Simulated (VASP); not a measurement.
# MoH4 in VASP: notebook

Runs on MoH4. Level: PBE. Tasks: relaxation of cell and atoms, single point.

Program: VASP 6.6.1. These are calculated values, not measurements. Logs are shortened: lines on timing, memory, paths and dates and some standing lists are left out, and cuts for length are marked.

**1. The cell of the first run**

The structure is tetragonal, space group P4/mmm (No. 123). The conventional cell has a = 3.831 Å, b = 3.831 Å, c = 5.418 Å, α = 90.00°, β = 90.00°, γ = 90.00°. H (site symmetry 2mm) has 2 Mo at 2.35 Å and 6 H at 2.71 Å within 3.1 Å. Mo (site symmetry 4/mmm) has 8 H at 2.35 Å within 3.1 Å.

**2. Relaxation of cell and atoms, PBE**

File INCAR:

```
SYSTEM = MoH4
PREC = Accurate
ENCUT = 600
EDIFF = 1E-7
ISMEAR = 0
SIGMA = 0.1
LREAL = .FALSE.
LASPH = .TRUE.
NELM = 60
ALGO = Normal
ISIF = 3
LWAVE = .FALSE.
LCHARG = .FALSE.
GGA = PE
IBRION = 2
NSW = 90
EDIFFG = -0.04
```

File KPOINTS:

```
Automatic mesh
0
G
  4 4 4
  0 0 0
```

File POSCAR:

```
MoH4
1.0
    3.8310019600      0.0000000000      0.0000000000
    0.0000000000      3.8310019600      0.0000000000
    0.0000000000      0.0000000000      5.4178549300
H Mo
4 1
Direct
    0.5000000000      0.0000000000      0.2500000000
    0.0000000000      0.5000000000      0.7500000000
    0.5000000000      0.0000000000      0.7500000000
    0.0000000000      0.5000000000      0.2500000000
    0.0000000000      0.0000000000      0.0000000000
```

Potentials or basis: VASP PAW PBE potentials, release 64 (H, Mo_sv).

On the command line:

```
$ cat potpaw_PBE.64/H/POTCAR potpaw_PBE.64/Mo_sv/POTCAR > POTCAR
$ mpirun -np 1 vasp_std > vasp.out
```

OUTCAR:

```text
SYSTEM = MoH4
   PREC = Accurate
   ENCUT = 600
   EDIFF = 1E-7
   ISMEAR = 0
   LREAL = .FALSE.
   LASPH = .TRUE.
   NELM = 60
   ISIF = 3
   GGA = PE
   IBRION = 2
   NSW = 90
   EDIFFG = -0.04

 ion  position               nearest neighbor table
   1  0.500  0.000  0.250-
   2  0.000  0.500  0.750-
   3  0.500  0.000  0.750-
   4  0.000  0.500  0.250-
   5  0.000  0.000  0.000-

  LATTYP: Found a simple tetragonal cell.
 ALAT       =     3.8310019600
 C/A-ratio  =     1.4142135626

  Lattice vectors:

 A1 = (   3.8310019600,   0.0000000000,   0.0000000000)
 A2 = (   0.0000000000,   3.8310019600,   0.0000000000)
 A3 = (   0.0000000000,   0.0000000000,   5.4178549300)

Analysis of symmetry for initial positions (statically):
=====================================================================
 Subroutine PRICEL returns:
 Original cell was already a primitive cell.

 Routine SETGRP: Setting up the symmetry group for a
 simple tetragonal supercell.

 Subroutine GETGRP returns: Found 16 space group operations
 (whereof 16 operations were pure point group operations)
 out of a pool of 16 trial point group operations.

The static configuration has the point symmetry D_4h.

Analysis of symmetry for dynamics (positions and initial velocities):
=====================================================================
 Subroutine PRICEL returns:
 Original cell was already a primitive cell.

 Routine SETGRP: Setting up the symmetry group for a
 simple tetragonal supercell.

 Subroutine GETGRP returns: Found 16 space group operations
 (whereof 16 operations were pure point group operations)
 out of a pool of 16 trial point group operations.

The dynamic configuration has the point symmetry D_4h.

 Subroutine INISYM returns: Found 16 space group operations
 (whereof 16 operations are pure point group operations),
 and found     1 'primitive' translations

----------------------------------------------------------------------------------------

                                     Primitive cell

  volume of cell :      79.5156

  direct lattice vectors                    reciprocal lattice vectors
     3.831001960  0.000000000  0.000000000     0.261028319  0.000000000  0.000000000
     0.000000000  3.831001960  0.000000000     0.000000000  0.261028319  0.000000000
     0.000000000  0.000000000  5.417854930     0.000000000  0.000000000  0.184574894

  length of vectors
     3.831001960  3.831001960  5.417854930     0.261028319  0.261028319  0.184574894

  position of ions in fractional coordinates (direct lattice)
     0.500000000  0.000000000  0.250000000
[... 69 lines left out ...]
   ISTART =      0    job   : 0-new  1-cont  2-samecut
   ICHARG =      2    charge: 1-file 2-atom 10-const
   ISPIN  =      1    spin polarized calculation?
   LNONCOLLINEAR =      F non collinear calculations
   LSORBIT =      F    spin-orbit coupling
   LASPH  =      T    aspherical Exc in radial PAW
   ENCUT  =  600.0 eV  44.10 Ry    6.64 a.u.   7.65  7.65 10.82*2*pi/ulx,y,z
   NELM   =     60;   NELMIN=  2; NELMDL= -5     # of ELM steps
   EDIFF  = 0.1E-06   stopping-criterion for ELM
   LREAL  =      F    real-space projection
   EDIFFG = -.4E-01   stopping-criterion for IOM
   NSW    =     90    number of steps for IOM
   IBRION =      2    ionic relax: 0-MD 1-quasi-New 2-CG
   NFREE  =      1    steps in history (QN), initial steepest desc. (CG)
   ISIF   =      3    stress and relaxation
   ISYM   =      2    0-nonsym 1-usesym 2-fastsym
   POTIM  = 0.5000    time-step for ionic-motion
   TEBEG  =    0.0;   TEEND  =   0.0 temperature during run
   PSTRESS=    0.0 pullay stress
   NELECT =      18.0000    total number of electrons
   NUPDOWN=      -1.0000    fix difference up-down
   EMIN   =  10.00;   EMAX   =-10.00  energy-range for DOS
   EFERMI =   0.00;   METHOD = LEGACY
   ISMEAR =     0;   SIGMA  =   0.10  broadening in eV -4-tet -1-fermi 0-gaus
   EFERMI_NEDOS =   21; number of points for ismear=-14 and -15
   IALGO  =     38    algorithm
   IMIX   =      4    mixing-type and parameters
     AMIX     =   0.40;   BMIX     =  1.00
     AMIX_MAG =   1.60;   BMIX_MAG =  1.00
  volume/ion in A,a.u.               =      15.90       107.32
  Fermi-wavevector in a.u.,A,eV,Ry     =   0.997734  1.885445 13.544246  0.995474
  Thomas-Fermi vector in A             =   2.129911
   LORBIT       =      0    0 simple, 1 ext, 2 COOP (PROOUT), +10 PAW based schemes
   GGA     = PE    functional components
   LHFCALC =     F    Hartree Fock is set to
   AEXX    =    0.0000 exact exchange contribution
   IVDW    =     0    specifies the selected vdW correction
   LEPSILON=     F    determine dielectric tensor
   LRPA    =     F    only Hartree local field effects (RPA)
 conjugate gradient relaxation of ions
 non-spin polarized calculation
 Gauss-broadening in eV      SIGMA  =   0.10
  energy-cutoff  :      600.00
  volume of cell :       79.52
 maximum number of plane-waves:      2701
 NGX is ok and might be reduce to    32

--------------------------------------- Ionic step        1  -------------------------------------------

 number of electron      18.0000001 magnetization

 Free energy of the ion-electron system (eV)
  ---------------------------------------------------
  ext. energy  EPLUGINS =         0.00000000
  ---------------------------------------------------
  free energy    TOTEN  =       -17.47955961 eV

  energy without entropy =      -17.43362524  energy(sigma->0) =      -17.45659243

 E-fermi :  -1.2362     XC(G=0):  -7.4103

 val. band max:       -1.2584859029   @ k =   0.5000   0.0000   0.2500
 cond. band min:      -1.2175308050   @ k =   0.2500   0.2500   0.0000
 fundamental gap:      0.0409550979
 Fermi energy:        -1.2362132815
[... 1272 lines left out ...]
  band No.  band energies     occupation
      1     -57.5492      2.00000
      2     -32.1260      2.00000
      3     -32.1260      2.00000
      4     -31.5691      2.00000
      5      -1.6048      2.00000
      6      -1.6048      2.00000
      7      -0.3147      2.00000
      8       2.7568      2.00000
      9       2.7568      2.00000
     10       4.2269      0.00000
     11       7.7612      0.00000
     12      10.6232      0.00000
     13      11.2382      0.00000

[... ionic steps 4 to 14 ...]

--------------------------------------- Ionic step       15  -------------------------------------------

 number of electron      17.9999999 magnetization

------------------------ aborting loop because EDIFF is reached ----------------------------------------
[... 73 lines left out ...]
--------------------------------------- Ionic step       17  -------------------------------------------

 number of electron      17.9999999 magnetization

 Free energy of the ion-electron system (eV)
  ---------------------------------------------------
  ext. energy  EPLUGINS =         0.00000000
  ---------------------------------------------------
  free energy    TOTEN  =       -23.06013985 eV

  energy without entropy =      -23.05195447  energy(sigma->0) =      -23.05604716

 E-fermi :   2.8165     XC(G=0):  -9.7431

 val. band max:        2.7929485029   @ k =   0.5000   0.2500   0.0000
 cond. band min:       2.8811613449   @ k =   0.5000   0.2500   0.2500
 fundamental gap:      0.0882128420
 Fermi energy:         2.8165409343
[... 318 lines left out ...]
  FREE ENERGIE OF THE ION-ELECTRON SYSTEM (eV)
  ---------------------------------------------------
  free  energy   TOTEN  =       -23.0601398508 eV

  energy  without entropy=      -23.0519544653  energy(sigma->0) =      -23.05604716

 reached required accuracy - stopping structural energy minimisation
```

It took 8.2 min on 1 thread of AMD EPYC 7R43 (Zen 3), shared host; peak memory 0.21 GiB.

Results:

```yaml
Free_energy: -23.0601 eV
Relaxed_volume: 8.13 Å³/atom
Relaxed_cell: a = 2.795 Å, b = 2.795 Å, c = 5.206 Å, α = 90.00°, β = 90.00°, γ = 90.00°
Space_group_after_relaxing_to_0.05_Å: P4/mmm (No. 123)
Energy_gained_by_relaxing: 1116.1 meV/atom
Ionic_steps: 17
Pressure_after_relaxing: 0.1 GPa
Largest_force_after_relaxing: 0.020 eV/Å
Band_gap_on_the_k_mesh: zero (band 9 reaches 4.05 eV, above the bottom of band 10 at 2.79 eV)
```

Forces on the atoms (eV/Å):
```
H    0.000  0.000 -0.020
H    0.000  0.000  0.020
H    0.000  0.000  0.020
H    0.000  0.000 -0.020
Mo   0.000  0.000  0.000
```

Stress tensor (GPa, compression positive):
```
-0.26  0.00  0.00
 0.00 -0.26  0.00
 0.00  0.00  0.69
```

Step by step:
```tsv
step	energy change (eV)	largest force (eV/Å)	pressure (GPa)	volume (Å³)
1	0.0000	1.4141	-21.52	79.52
2	-3.5844	0.8795	-21.49	57.34
3	16.7498	13.0149	489.01	18.70
4	-4.3118	0.6996	-19.57	51.55
5	-3.5347	3.0328	63.87	31.42
6	-5.1233	0.0222	-9.52	44.25
7	-5.2553	0.5885	2.13	40.25
8	-5.2576	0.4644	-0.39	40.95
9	-5.4255	0.3367	0.33	40.24
10	-5.5618	0.0748	1.88	38.92
11	-5.5638	0.0234	2.27	38.66
12	-5.5640	0.0335	2.18	38.71
13	-5.5660	0.1403	-1.41	39.67
14	-5.5680	0.0691	0.05	39.27
15	-5.5697	0.0645	0.04	39.41
16	-5.5740	0.0502	0.02	39.83
17	-5.5806	0.0198	0.06	40.67
```

Final structure:
```xyz
5
Lattice="2.7949 0.0000 0.0000 0.0000 2.7949 0.0000 0.0000 0.0000 5.2064" Properties=species:S:1:pos:R:3 pbc="T T T"
H     1.3974    0.0000    1.2534
H     0.0000    1.3974    3.9529
H     1.3974    0.0000    3.9529
H     0.0000    1.3974    1.2534
Mo    2.7949    0.0000    5.2064
```

Caveat: the k points lie up to 0.56 Å⁻¹ apart in the final cell; the volume moved by over 15 % at a fixed basis, so the end points are rough.

**3. Single point, PBE**

This run uses another cell than the first one: it holds 10 atoms, not 5.

File INCAR:

```
PREC     = Accurate       # precision mode
ENCUT    = 520            # plane-wave cutoff, eV
EDIFF    = 1E-6           # SCF threshold, eV
ISMEAR   = 0              # smearing method
SIGMA    = 0.2            # smearing width, eV
LREAL    = F              # projectors in reciprocal space
LASPH    = T              # aspherical terms in the spheres
NELM     = 60             # most SCF steps
ALGO     = Normal         # electronic algorithm
ISIF     = 2              # what is computed and relaxed
LWAVE    = F              # write WAVECAR
LCHARG   = F              # write CHGCAR
GGA      = PE             # functional
NBANDS   = 29             # bands
```

File KPOINTS:

```
regular mesh
0
Gamma
  8 8 2
```

File POSCAR:

```
MoH4
1.0
    2.7894517068      0.0000000000      0.0000000000
    0.0000000000      2.7894517068      0.0000000000
    0.0000000000      0.0000000000     11.8649299959
H Mo
8 2
Direct
    0.5000000000      0.0000000000      0.1049911448
    0.5000000000      0.0000000000      0.6049911448
    0.0000000000      0.5000000000      0.3950088552
    0.0000000000      0.5000000000      0.8950088552
    0.5000000000      0.0000000000      0.3950088552
    0.5000000000      0.0000000000      0.8950088552
    0.0000000000      0.5000000000      0.1049911448
    0.0000000000      0.5000000000      0.6049911448
    0.0000000000      0.0000000000      0.0000000000
    0.0000000000      0.0000000000      0.5000000000
```

Potentials or basis: VASP PAW PBE potentials, release 64 (H, Mo_sv).

On the command line:

```
$ cat potpaw_PBE.64/H/POTCAR potpaw_PBE.64/Mo_sv/POTCAR > POTCAR
$ mpirun -np 1 vasp_std > vasp.out
```

Wall time 2.2 min (1 thread of AMD EPYC 7R43 (Zen 3), shared host); peak memory 0.21 GiB.

Results (log left out):

```yaml
Free_energy: -46.4018 eV
Pressure: 0.1 GPa
Largest_force: 0.016 eV/Å
Band_gap_on_the_k_mesh: zero (band 18 reaches 3.14 eV, above the bottom of band 19 at 1.95 eV)
```

Forces in eV/Å, atoms in the order of the input:
```
H    0.000  0.000  0.016
H    0.000  0.000  0.016
H    0.000  0.000 -0.016
H    0.000  0.000 -0.016
H    0.000  0.000 -0.016
H    0.000  0.000 -0.016
H    0.000  0.000  0.016
H    0.000  0.000  0.016
Mo   0.000  0.000  0.000
Mo   0.000  0.000  0.000
```

Levels at points of the mesh, in eV from the Fermi level:
```csv
k point,band 14,band 15,band 16,band 17,band 18,band 19,band 20,band 21,band 22,band 23
"(0.00, 0.00, 0.00)",-4.77,-2.49,-2.32,1.14,1.14,1.14,1.14,2.85,2.85,3.58
"(0.50, 0.00, 0.00)",-3.02,-1.62,-1.35,-1.28,-1.17,0.57,0.57,1.58,1.58,5.22
"(0.50, 0.50, 0.00)",-3.69,-1.13,-1.13,-1.02,-1.02,0.69,0.76,4.31,4.31,7.54
"(0.00, 0.00, 0.50)",-4.77,-2.40,-2.40,1.14,1.14,1.14,1.14,2.85,2.85,3.61
"(0.50, 0.00, 0.50)",-3.09,-1.51,-1.51,-1.20,-1.20,0.57,0.57,1.58,1.58,5.33
"(0.50, 0.50, 0.50)",-3.69,-1.07,-1.07,-1.07,-1.07,0.72,0.72,4.31,4.31,7.82
```

**4. Single point, PBE**

This run uses another cell than the first one: it holds 10 atoms, not 5.

File INCAR:

```
SYSTEM = MoH4
  ALGO = Normal
  EDIFF = 1E-7
  ENCUT = 520
  GGA = PE
  ISIF = 2
  ISMEAR = 0
  LASPH = .TRUE.
  LCHARG = .FALSE.
  LREAL = .FALSE.
  LWAVE = .FALSE.
  NBANDS = 29
  NELM = 100
  PREC = Accurate
  SIGMA = 0.2
```

File KPOINTS:

```
k-points
0
G
  8 8 2
  0 0 0
```

File POSCAR:

```
MoH4
1.0
    2.7927528502      0.0006578714      0.0193092865
    0.0007099637      2.7848742508     -0.0117098274
    0.0851124608     -0.0521436263     11.7334308614
H Mo
8 2
Direct
    0.4988551391     -0.0015606675      0.1086424621
    0.4887949581      0.0091925865      0.6034819697
    0.0016766014      0.5013337325      0.3909229500
    0.0108703517      0.4908796686      0.8961191256
    0.5013941714      0.0016820518      0.3913379361
    0.5114893995     -0.0092101209      0.8965268975
   -0.0019750008      0.4986304264      0.1090726235
   -0.0109746486      0.5090527963      0.6038985175
    0.0046414331     -0.0053142380      0.0025849405
   -0.0047724049      0.0053137643      0.4974125773
```

On the command line:

```
$ cat potpaw_PBE.64/H/POTCAR potpaw_PBE.64/Mo_sv/POTCAR > POTCAR
$ mpirun -np 1 vasp_std > vasp.out
```

It took 4.4 min on 1 thread of AMD EPYC 7R43 (Zen 3), shared host; peak memory 0.26 GiB.

The run converged. Its results:

* Free energy: -46.4015 eV
* Pressure: 0.1 GPa
* Largest force: 0.012 eV/Å
* Band gap on the k mesh: zero (band 18 reaches 3.22 eV, above the bottom of band 19 at 2.03 eV)

Forces in eV/Å, atoms in the order of the input:
```
H   -0.002  0.001  0.010
H    0.000  0.000  0.009
H    0.000  0.000 -0.010
H    0.000  0.000 -0.012
H    0.001 -0.001 -0.008
H   -0.002  0.000 -0.010
H    0.001  0.000  0.010
H   -0.001  0.001  0.011
Mo   0.002  0.000  0.000
Mo   0.000  0.001  0.000
```

Levels at points of the mesh, in eV from the Fermi level:
```
           k point  band 15  band 16  band 17  band 18  band 19  band 20  band 21  band 22
(0.00, 0.00, 0.00)    -2.50    -2.32     1.13     1.13     1.16     1.16     2.86     2.86
(0.50, 0.00, 0.00)    -1.65    -1.35    -1.31    -1.18     0.59     0.59     1.59     1.59
(0.00, 0.50, 0.00)    -1.63    -1.33    -1.27    -1.15     0.55     0.55     1.57     1.57
(0.50, 0.50, 0.00)    -1.14    -1.13    -1.01    -1.00     0.69     0.76     4.32     4.32
(0.00, 0.00, 0.50)    -2.41    -2.40     1.13     1.13     1.16     1.16     2.86     2.86
(0.50, 0.00, 0.50)    -1.55    -1.52    -1.22    -1.20     0.59     0.59     1.59     1.59
(0.00, 0.50, 0.50)    -1.52    -1.50    -1.18    -1.17     0.55     0.55     1.57     1.57
(0.50, 0.50, 0.50)    -1.08    -1.07    -1.07    -1.05     0.72     0.73     4.32     4.32
```

**5. The runs side by side**

```csv
task,cell,k mesh,cutoff (eV),smearing,gap on the mesh (eV),pressure (GPa),largest force (eV/Å)
relaxation of cell and atoms,"relaxed from a = 3.831, b = 3.831, c = 5.418 Å, 5 atoms",4 × 4 × 4,600,gaussian 0.1 eV,none,0.1,0.02
single point,"a = 2.789, b = 2.789, c = 11.865 Å, 10 atoms",8 × 8 × 2,520,gaussian 0.2 eV,none,0.1,0.02
single point,"a = 2.793, b = 2.785, c = 11.734 Å, angles 90.5, 89.2, 90.0°, 10 atoms",8 × 8 × 2,520,gaussian 0.2 eV,none,0.1,0.01
```

Alike in all rows: level PBE; potentials or basis VASP PAW PBE potentials, release 64 (H, Mo_sv); no spin polarisation.

Caveats: some runs use coarse meshes; the volume moved by over 15 % at a fixed basis, so the end points are rough (some runs).

Total energies depend on the potentials used, so only differences within one code and one set of settings carry meaning.
